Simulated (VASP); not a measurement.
Input of a VASP 6.6.1 run:

Contents of INCAR:

```
SYSTEM = BAs
ALGO = Normal
EDIFF = 1E-6
ENCUT = 520
GGA = CA
ISIF = 2
ISMEAR = 0
LASPH = .True.
LCHARG = .False.
LREAL = .False.
LWAVE = .False.
NBANDS = 11
NELM = 80
PREC = Accurate
SIGMA = 0.01
```

Contents of KPOINTS:

```
k-points
0
Gamma
  6 6 6
  0 0 0
```

POSCAR

```
BAs
1.0
    0.0000000000      2.3885000000      2.3885000000
    2.3885000000      0.0000000000      2.3885000000
    2.3885000000      2.3885000000      0.0000000000
B As
1 1
Direct
    0.0000000000      0.0000000000      0.0000000000
    0.2500000000      0.2500000000      0.2500000000
```

Potentials or basis: VASP PAW LDA potentials, release 64 (B, As).

Command:

```bash
$ cat potpaw_LDA.64/B/POTCAR potpaw_LDA.64/As/POTCAR > POTCAR
$ mpirun -np 1 vasp_std > vasp.out
```

**Question.** What does it give for the pressure?

**Answer.** -3.1 GPa.

**Question.** What does it give for the band gap on the k mesh?

**Answer.** 1.22 eV, indirect (least direct gap 3.25 eV).

A k mesh can miss the band edges. A hybrid or GW would open this gap; LDA tends to underestimate it.
